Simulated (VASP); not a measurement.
# Sn (I4_1/amd) in VASP: a series of runs

The runs below take Sn through single point, with PBE.

All numbers are computed with VASP 6.6.1; they aren't measurements. Logs are shortened: lines on timing, memory, paths and dates and some standing lists are left out, and cuts for length are marked.

## (1) The cell of the first run

The structure is tetragonal, space group I4_1/amd (No. 141). The conventional cell has a = 4.802 Å, b = 4.802 Å, c = 6.522 Å, α = 90.00°, β = 90.00°, γ = 90.00°. Sn (site symmetry -4m2) has 4 Sn at 2.90 Å within 3.8 Å.

## (2) Single point, PBE (biaxial strain in the a-b plane: +2.0 %, then relaxed in part)

INCAR

```
SYSTEM = Sn
PREC = Accurate
ENCUT = 520
EDIFF = 1E-6
ISMEAR = 0
SIGMA = 0.1
LREAL = .False.
LASPH = .True.
NELM = 100
ALGO = Normal
ISIF = 2
LWAVE = .False.
LCHARG = .False.
GGA = PE
NBANDS = 36
```

KPOINTS

```
Automatic mesh
0
Gamma
  10 10 6
  0 0 0
```

POSCAR

```
Sn
1.0
    3.3956877553      3.3956877553      0.0000000000
   -3.3956877553      3.3956877553      0.0000000000
    0.0000000000      0.0000000000      6.5215583080
Sn
4
Direct
    0.0000000000      0.0000000000      0.5000000000
    0.0000000000      0.5000000000      0.2500000000
    0.5000000000      0.5000000000      0.0000000000
    0.5000000000      0.0000000000      0.7500000000
```

Potentials or basis: VASP PAW PBE potentials, release 64 (Sn_d).

Run with:

```
cat potpaw_PBE.64/Sn_d/POTCAR > POTCAR
mpirun -np 1 vasp_std > vasp.out
```

OUTCAR:

```text
SYSTEM = Sn
   PREC = Accurate
   ENCUT = 520
   EDIFF = 1E-6
   ISMEAR = 0
   LREAL = .False.
   LASPH = .True.
   NELM = 100
   ISIF = 2
   GGA = PE

 ion  position               nearest neighbor table
   1  0.000  0.000  0.500-   2 2.90   4 2.90   2 2.90   4 2.90
   2  0.000  0.500  0.250-   1 2.90   3 2.90   1 2.90   3 2.90
   3  0.500  0.500  0.000-   2 2.90   4 2.90   4 2.90   2 2.90
   4  0.500  0.000  0.750-   1 2.90   3 2.90   3 2.90   1 2.90

  LATTYP: Found a simple tetragonal cell.
 ALAT       =     4.8022276771
 C/A-ratio  =     1.3580277210

  Lattice vectors:

 A1 = (   3.3956877553,   3.3956877553,   0.0000000000)
 A2 = (  -3.3956877553,   3.3956877553,   0.0000000000)
 A3 = (   0.0000000000,   0.0000000000,   6.5215583080)

Analysis of symmetry for initial positions (statically):
=====================================================================
 Subroutine PRICEL returns following result:

  LATTYP: Found a body centered tetragonal cell.
 ALAT       =     4.8022276771
 C/A-ratio  =     1.3580277210

  Lattice vectors:

 A1 = (   0.0000000000,  -3.3956877553,  -3.2607791540)
 A2 = (   0.0000000000,   3.3956877553,  -3.2607791540)
 A3 = (   3.3956877553,   0.0000000000,   3.2607791540)

   2 primitive cells build up your supercell.

 Routine SETGRP: Setting up the symmetry group for a
 simple tetragonal supercell.

 Subroutine GETGRP returns: Found 16 space group operations
 (whereof  8 operations were pure point group operations)
 out of a pool of 16 trial point group operations.

The static configuration has the point symmetry D_2d.
 The point group associated with its full space group is D_4h.

Analysis of symmetry for dynamics (positions and initial velocities):
=====================================================================
 Subroutine PRICEL returns following result:

  LATTYP: Found a body centered tetragonal cell.
 ALAT       =     4.8022276771
 C/A-ratio  =     1.3580277210

  Lattice vectors:

 A1 = (   0.0000000000,  -3.3956877553,  -3.2607791540)
 A2 = (   0.0000000000,   3.3956877553,  -3.2607791540)
 A3 = (   3.3956877553,   0.0000000000,   3.2607791540)

   2 primitive cells build up your supercell.

 Routine SETGRP: Setting up the symmetry group for a
 simple tetragonal supercell.

 Subroutine GETGRP returns: Found 16 space group operations
 (whereof  8 operations were pure point group operations)
 out of a pool of 16 trial point group operations.

The dynamic configuration has the point symmetry D_2d.
 The point group associated with its full space group is D_4h.

 Subroutine INISYM returns: Found 16 space group operations
 (whereof  8 operations are pure point group operations),
 and found     2 'primitive' translations

----------------------------------------------------------------------------------------

                                     Primitive cell

  volume of cell :      75.1981

  direct lattice vectors                    reciprocal lattice vectors
     0.000000000 -3.395687755 -3.260779154     0.147245576 -0.147245576 -0.153337585
     0.000000000  3.395687755 -3.260779154     0.147245576  0.147245576 -0.153337585
     3.395687755  0.000000000  3.260779154     0.294491152  0.000000000  0.000000000

  length of vectors
     4.707799488  4.707799488  4.707799488     0.258601884  0.258601884  0.294491152

  position of ions in fractional coordinates (direct lattice)
     0.500000000  0.500000000  0.000000000
     0.250000000  0.750000000  0.500000000

  ion indices of the primitive-cell ions
   primitive index   ion index
                 1           1
                 2           2

----------------------------------------------------------------------------------------

 KPOINTS: Automatic mesh

Automatic generation of k-mesh.
 Grid dimensions read from file:
 generate k-points for:   10   10    6

 Generating k-lattice:

  Cartesian coordinates                     Fractional coordinates (reciprocal lattice)
     0.014724558  0.014724558  0.000000000     0.100000000  0.000000000  0.000000000
    -0.014724558  0.014724558  0.000000000     0.000000000  0.100000000  0.000000000
     0.000000000  0.000000000  0.025556264     0.000000000  0.000000000  0.166666667

  Length of vectors
     0.020823669  0.020823669  0.025556264

  Shift w.r.t. Gamma in fractional coordinates (k-lattice)
     0.000000000  0.000000000  0.000000000

 Subroutine IBZKPT returns following result:
 ===========================================

 Found     84 irreducible k-points:

 Following reciprocal coordinates:
            Coordinates               Weight
  0.000000  0.000000  0.000000      1.000000
  0.100000  0.000000  0.000000      4.000000
  0.200000  0.000000  0.000000      4.000000
  0.300000  0.000000  0.000000      4.000000
  0.400000  0.000000  0.000000      4.000000
  0.500000  0.000000  0.000000      2.000000
[... 16 lines left out ...]
  0.100000  0.000000  0.166667      8.000000
  0.200000  0.000000  0.166667      8.000000
 [... further k-points ...]
   k-points           NKPTS =     84   k-points in BZ     NKDIM =     84   number of bands    NBANDS=     36
   number of dos      NEDOS =    301   number of ions     NIONS =      4
   total plane-waves  NPLWV =  64800
   dimension x,y,z NGX =    36 NGY =   36 NGZ =   50
   dimension x,y,z NGXF=    72 NGYF=   72 NGZF=  100
   ions per type =               4
   NGX,Y,Z   is equivalent  to a cutoff of  12.46, 12.46, 12.75 a.u.
   NGXF,Y,Z  is equivalent  to a cutoff of  24.93, 24.93, 25.49 a.u.
 SYSTEM =  Sn
   PREC   = accura    normal or accurate (medium, high low for compatibility)
   ISTART =      0    job   : 0-new  1-cont  2-samecut
   ICHARG =      2    charge: 1-file 2-atom 10-const
   ISPIN  =      1    spin polarized calculation?
   LNONCOLLINEAR =      F non collinear calculations
   LSORBIT =      F    spin-orbit coupling
   LASPH  =      T    aspherical Exc in radial PAW
   ENCUT  =  520.0 eV  38.22 Ry    6.18 a.u.   8.93  8.93 12.13*2*pi/ulx,y,z
   NELM   =    100;   NELMIN=  2; NELMDL= -5     # of ELM steps
   EDIFF  = 0.1E-05   stopping-criterion for ELM
   LREAL  =      F    real-space projection
   EDIFFG = 0.1E-04   stopping-criterion for IOM
   NSW    =      0    number of steps for IOM
   IBRION =     -1    ionic relax: 0-MD 1-quasi-New 2-CG
   NFREE  =      0    steps in history (QN), initial steepest desc. (CG)
   ISIF   =      2    stress and relaxation
   ISYM   =      2    0-nonsym 1-usesym 2-fastsym
   POTIM  = 0.5000    time-step for ionic-motion
   TEBEG  =    0.0;   TEEND  =   0.0 temperature during run
   PSTRESS=    0.0 pullay stress
   NELECT =      56.0000    total number of electrons
   NUPDOWN=      -1.0000    fix difference up-down
   EMIN   =  10.00;   EMAX   =-10.00  energy-range for DOS
   EFERMI =   0.00;   METHOD = LEGACY
   ISMEAR =     0;   SIGMA  =   0.10  broadening in eV -4-tet -1-fermi 0-gaus
   EFERMI_NEDOS =   21; number of points for ismear=-14 and -15
   IALGO  =     38    algorithm
   IMIX   =      4    mixing-type and parameters
     AMIX     =   0.40;   BMIX     =  1.00
     AMIX_MAG =   1.60;   BMIX_MAG =  1.00
  volume/ion in A,a.u.               =      37.60       253.73
  Fermi-wavevector in a.u.,A,eV,Ry     =   1.177765  2.225653 18.873046  1.387130
  Thomas-Fermi vector in A             =   2.314106
   LORBIT       =      0    0 simple, 1 ext, 2 COOP (PROOUT), +10 PAW based schemes
   GGA     = PE    functional components
   LHFCALC =     F    Hartree Fock is set to
   AEXX    =    0.0000 exact exchange contribution
   IVDW    =     0    specifies the selected vdW correction
   LEPSILON=     F    determine dielectric tensor
   LRPA    =     F    only Hartree local field effects (RPA)
 non-spin polarized calculation
 Gauss-broadening in eV      SIGMA  =   0.10
  energy-cutoff  :      520.00
  volume of cell :      150.40
 maximum number of plane-waves:      4096
 NGX is ok and might be reduce to    36
   NGX = 17   NGY = 17   NGZ = 25

 number of electron      56.0000033 magnetization

 Free energy of the ion-electron system (eV)
  ---------------------------------------------------
  ext. energy  EPLUGINS =         0.00000000
  ---------------------------------------------------
  free energy    TOTEN  =       -15.36563956 eV

  energy without entropy =      -15.36308519  energy(sigma->0) =      -15.36436238

 E-fermi :   4.6721     XC(G=0):  -8.4652

 val. band max:        4.6490621603   @ k =   0.1000   0.1000   0.1667
 cond. band min:       4.6859290804   @ k =   0.0000   0.0000   0.0000
 fundamental gap:      0.0368669201
 Fermi energy:         4.6720838575

 k-point     1 :       0.0000    0.0000    0.0000
  band No.  band energies     occupation
      1     -16.8761      2.00000
      2     -16.8761      2.00000
      3     -16.8506      2.00000
      4     -16.8400      2.00000
      5     -16.8400      2.00000
      6     -16.7969      2.00000
[... 28 lines left out ...]
     35       9.6270      0.00000
     36      11.8373      0.00000

 k-point     2 :       0.1000    0.0000    0.0000
  band No.  band energies     occupation
      1     -16.8825      2.00000
      2     -16.8763      2.00000
      3     -16.8529      2.00000
      4     -16.8450      2.00000
      5     -16.8409      2.00000
      6     -16.7904      2.00000
[... 28 lines left out ...]
     35       9.9382      0.00000
     36      11.3171      0.00000

 k-point     3 :       0.2000    0.0000    0.0000
  band No.  band energies     occupation
      1     -16.8936      2.00000
      2     -16.8766      2.00000
      3     -16.8598      2.00000
      4     -16.8544      2.00000
      5     -16.8398      2.00000
      6     -16.7794      2.00000
[... 28 lines left out ...]
     35      10.4817      0.00000
     36      10.7067      0.00000

 k-point     4 :       0.3000    0.0000    0.0000
  band No.  band energies     occupation
      1     -16.9004      2.00000
      2     -16.8767      2.00000
      3     -16.8704      2.00000
      4     -16.8632      2.00000
      5     -16.8321      2.00000
      6     -16.7679      2.00000
[... 28 lines left out ...]
     35       9.7236      0.00000
     36       9.9385      0.00000

 k-point     5 :       0.4000    0.0000    0.0000
  band No.  band energies     occupation
      1     -16.9002      2.00000
      2     -16.8825      2.00000
      3     -16.8760      2.00000
      4     -16.8697      2.00000
      5     -16.8163      2.00000
      6     -16.7749      2.00000
[... 655 lines left out ...]
 k-point    22 :       0.0000    0.0000    0.1667
  band No.  band energies     occupation
      1     -16.8740      2.00000
      2     -16.8740      2.00000
      3     -16.8511      2.00000
      4     -16.8428      2.00000
      5     -16.8428      2.00000
      6     -16.7985      2.00000
[... 28 lines left out ...]
     35      10.0934      0.00000
     36      11.3020      0.00000

 k-point    23 :       0.1000    0.0000    0.1667
  band No.  band energies     occupation
      1     -16.8804      2.00000
      2     -16.8741      2.00000
      3     -16.8556      2.00000
      4     -16.8466      2.00000
      5     -16.8401      2.00000
      6     -16.7913      2.00000
[... 28 lines left out ...]
     35      10.3373      0.00000
     36      10.6423      0.00000

 k-point    24 :       0.2000    0.0000    0.1667
  band No.  band energies     occupation
      1     -16.8913      2.00000
      2     -16.8744      2.00000
      3     -16.8621      2.00000
      4     -16.8545      2.00000
      5     -16.8376      2.00000
      6     -16.7808      2.00000
[... 28 lines left out ...]
     35       9.7818      0.00000
     36      10.2834      0.00000

 [... further k-points ...]
[... 5 lines left out ...]
  --------------------------------------------------------------------------------------
  -------------------------------------------------------------------------------------
  Total       -1.0361843     -1.0361843     -0.0392782      0.0000000      0.0000000      0.0000000
  in kB      -11.0385169    -11.0385169     -0.4184320      0.0000000      0.0000000      0.0000000
  external PRESSURE =      -7.4984886 kB  Pullay stress =       0.0000000 kB

 VOLUME and BASIS-vectors are now :
 -----------------------------------------------------------------------------
  energy-cutoff  :      520.00
  volume of cell :      150.40
      direct lattice vectors                 reciprocal lattice vectors
     3.395687755  3.395687755  0.000000000     0.147245576  0.147245576  0.000000000
    -3.395687755  3.395687755  0.000000000    -0.147245576  0.147245576  0.000000000
     0.000000000  0.000000000  6.521558308     0.000000000  0.000000000  0.153337585

 POSITION                                       TOTAL-FORCE (eV/Angst)
 -----------------------------------------------------------------------------------
      0.00000      0.00000      3.26078         0.000000      0.000000      0.000000
     -1.69784      1.69784      1.63039        -0.000000     -0.000000      0.000000
      0.00000      3.39569      0.00000        -0.000000     -0.000000     -0.000000
      1.69784      1.69784      4.89117         0.000000      0.000000      0.000000
 -----------------------------------------------------------------------------------
    total drift:                               -0.000000      0.000000      0.000000

  FREE ENERGIE OF THE ION-ELECTRON SYSTEM (eV)
  ---------------------------------------------------
  free  energy   TOTEN  =       -15.3656395637 eV

  energy  without entropy=      -15.3630851918  energy(sigma->0) =      -15.36436238
```

It took 2.7 min on 1 thread of Intel Xeon 6975P-C (Granite Rapids), shared host; peak memory 0.44 GiB.

What came out:

```
Free energy            : -15.3656 eV
Pressure               : -0.7 GPa
Band gap on the k mesh : zero (band 28 reaches 4.69 eV, above the bottom of band 29 at 4.49 eV)
```

Levels at points of the mesh, in eV from the Fermi level:
```tsv
k point	band 24	band 25	band 26	band 27	band 28	band 29	band 30	band 31	band 32	band 33
(0.00, 0.00, 0.00)	-2.29	-2.29	-1.29	0.01	0.01	0.25	0.78	0.78	2.04	2.21
(0.50, 0.00, 0.00)	-5.40	-2.54	-2.54	-1.16	-1.16	1.28	1.28	3.82	3.82	4.10
(0.50, 0.50, 0.00)	-7.24	-2.09	-2.09	-2.09	-2.09	1.00	1.00	1.00	1.00	7.05
(0.00, 0.00, 0.50)	-4.10	-1.49	-1.49	-1.49	-1.49	0.89	0.89	2.01	2.01	4.55
(0.50, 0.00, 0.50)	-5.97	-1.10	-1.10	-0.84	-0.84	-0.19	-0.19	3.12	3.12	3.28
(0.50, 0.50, 0.50)	-7.19	-2.65	-2.65	-2.65	-2.65	3.38	3.38	3.38	3.38	4.21
```

Caveat: the cell differs from its parent crystal (biaxial strain in the a-b plane: +2.0 %, then relaxed in part); spin-orbit coupling is left out, which moves the levels of the heavy elements.

## (3) Single point, PBE (biaxial strain in the a-b plane: +2.0 %)

INCAR

```
SYSTEM = Sn
ALGO = Normal
EDIFF = 1E-6
ENCUT = 520
GGA = PE
ISIF = 2
ISMEAR = 0
LASPH = .True.
LCHARG = .False.
LREAL = .False.
LWAVE = .False.
NBANDS = 36
NELM = 100
PREC = Accurate
SIGMA = 0.1
```

KPOINTS

```
k-points
0
Gamma
  10 10 6
  0 0 0
```

Edit POSCAR of step 2 so:

```diff
@@ -4,3 +4,3 @@
    -3.3956877553      3.3956877553      0.0000000000
-    0.0000000000      0.0000000000      6.5215583080
+    0.0000000000      0.0000000000      6.5783127495
 Sn
```

Potentials or basis: VASP PAW PBE potentials, release 64 (Sn_d).

Run with:

```
cat potpaw_PBE.64/Sn_d/POTCAR > POTCAR
mpirun -np 1 vasp_std > vasp.out
```

It took 2.3 min on 1 thread of Intel Xeon 6975P-C (Granite Rapids), shared host; peak memory 0.45 GiB.

It converged, with:

```yaml
Free_energy: -15.3639 eV
Pressure: -1.0 GPa
Band_gap_on_the_k_mesh: zero (band 28 reaches 4.62 eV, above the bottom of band 29 at 4.40 eV)
```

Stress tensor (GPa, compression positive):
```
-1.30  0.00  0.00
 0.00 -1.30  0.00
 0.00  0.00 -0.46
```

Levels at points of the mesh, in eV from the Fermi level:
| k point | band 25 | band 26 | band 27 | band 28 | band 29 | band 30 | band 31 | band 32 |
| --- | --- | --- | --- | --- | --- | --- | --- | --- |
| (0.00, 0.00, 0.00) | -2.23 | -1.33 | 0.04 | 0.04 | 0.23 | 0.82 | 0.82 | 2.07 |
| (0.50, 0.00, 0.00) | -2.52 | -2.52 | -1.11 | -1.11 | 1.30 | 1.30 | 3.81 | 3.81 |
| (0.50, 0.50, 0.00) | -2.07 | -2.07 | -2.07 | -2.07 | 1.00 | 1.00 | 1.00 | 1.00 |
| (0.00, 0.00, 0.50) | -1.44 | -1.44 | -1.44 | -1.44 | 0.94 | 0.94 | 1.98 | 1.98 |
| (0.50, 0.00, 0.50) | -1.05 | -1.05 | -0.85 | -0.85 | -0.19 | -0.19 | 3.14 | 3.14 |
| (0.50, 0.50, 0.50) | -2.61 | -2.61 | -2.61 | -2.61 | 3.31 | 3.31 | 3.31 | 3.31 |

Caveat: the cell differs from its parent crystal (biaxial strain in the a-b plane: +2.0 %); spin-orbit coupling is left out, which moves the levels of the heavy elements.
